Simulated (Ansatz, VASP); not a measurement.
# CdP2C in VASP and in Ansatz

```
Cd P C
1.0
     3.21495    0.00000    0.00000
     0.00000    3.21495    0.00000
     0.00000    0.00000    5.99863
Cd P C
1 2 1
Direct
  0.00000 0.00000 0.00000
  0.00000 0.50000 0.32958
  0.50000 0.00000 0.67042
  0.50000 0.50000 0.50000
```

Alike in both runs: task single point; functional PBE; k mesh 6 × 6 × 4; occupations fermi-dirac, width 0.02 eV; no spin polarisation.

|  | VASP | Ansatz |
| --- | --- | --- |
| version | VASP 6.6.1 | Ansatz 0.2.0 |
| potentials or method | VASP PAW PBE potentials, release 64 (Cd, P, C) | plane waves, PAW |
| plane-wave cutoff (eV) | 520 | 420 |
| valence electrons in the cell | 26 | 34 |

|  | VASP | Ansatz | Ansatz less VASP |
| --- | --- | --- | --- |
| pressure (GPa) | 6.5 | 6.3 | -0.13 |
| rms of the force components (eV/Å) | 0.027 | 0.056 | +0.0291 |

The functional is the same, so the differences come from potentials, cutoffs and numerics. VASP's potentials hold 26 valence electrons a cell and Ansatz's 34, so a difference there can come from the potentials and not from the codes.
